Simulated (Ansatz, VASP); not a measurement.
MgH2Ir2: VASP beside Ansatz

INCAR

```
  ALGO = Fast
  EDIFF = 1E-7
  ENCUT = 520
  GGA = PE
  ISIF = 2
  ISMEAR = 0
  ISPIN = 2
  LASPH = T
  LCHARG = T
  LELF = T
  LMAXMIX = 4
  LORBIT = 11
  LREAL = F
  LVHAR = T
  LWAVE = F
  MAGMOM = 0 0 0 1 1
  NBANDS = 23
  NELM = 150
  PREC = Accurate
  SIGMA = 0.1
```

File KPOINTS:

```
k-points
0
Gamma
  6 6 2
```

File POSCAR:

```
MgH2Ir2
1.0
    2.8148542785      0.0000000000      0.0000000000
   -1.4074271393      2.4377353132      0.0000000000
    0.0000000000      0.0000000000      7.9897948285
Mg H Ir
1 2 2
Direct
    0.0000000000      0.0000000000      0.5000000000
    0.3333333333      0.6666666667      0.0000000000
    0.6666666667      0.3333333333      0.0000000000
    0.0000000000      0.0000000000      0.8192340171
    0.0000000000      0.0000000000      0.1807659829
```

Input for Ansatz:

```yaml
crystal:
  lattice:
    - [2.8148542785, 0.0, 0.0]
    - [-1.4074271393, 2.4377353132, 0.0]
    - [0.0, 0.0, 7.9897948285]
  atoms:
    - { symbol: Mg, position: [0.0, 0.0, 0.5] }
    - { symbol: H, position: [0.3333333333, 0.6666666667, 0.0] }
    - { symbol: H, position: [0.6666666667, 0.3333333333, 0.0] }
    - { symbol: Ir, position: [0.0, 0.0, 0.8192340171], spin: 1.0 }
    - { symbol: Ir, position: [0.0, 0.0, 0.1807659829], spin: 1.0 }
basis:
  ecutwfc: 420
kpoints:
  mp_grid: { grid: [6, 6, 2] }
hamiltonian:
  xc: pbe
scf:
  occupations: { method: gaussian, width: 0.1 }
  lower_state_search: "off"
output:
  forces: true
  stress: true
  eigenvalues: true
  populations: true
magnetization:
  spin_polarized: true
```

Alike in both runs: task single point; functional PBE; k mesh 6 × 6 × 2; occupations gaussian, width 0.1 eV; collinear spin.

|  | VASP | Ansatz |
| --- | --- | --- |
| version | VASP 6.6.1 | Ansatz 0.2.0 |
| potentials or method | VASP PAW PBE potentials, release 64 (Mg, H, Ir), cutoff 520 eV | scalar-relativistic, plane waves, PAW |
| valence electrons in the cell | 22 | 46 |

|  | VASP | Ansatz | Ansatz less VASP |
| --- | --- | --- | --- |
| gap on the k mesh at the Fermi level (eV) | none | none | - |
| pressure (GPa) | 0.2 | 0.1 | -0.14 |
| traceless stress, the component that is largest in VASP (GPa) | 0.01 | 0.25 | +0.242 |
| rms of the force components (eV/Å) | 0.041 | 0.026 | -0.0153 |
| net moment per atom (μB) | 0.15 | 0.15 | +0.001 |
| size of the moment on the site where the two differ most (μB) | 0.34 | 0.27 | -0.079 |

Site moments also hang on the region over which each program counts them. Atom by atom the forces differ by 0.015 eV/Å (rms over components). A gap of «none» marks a metal or a gap that the smearing closes. VASP's potentials hold 22 valence electrons a cell and Ansatz's 46, so a difference there can come from the potentials and not from the codes.

The k mesh is coarse, so the values compare programs but aren't converged. Neither program's run includes spin-orbit coupling.
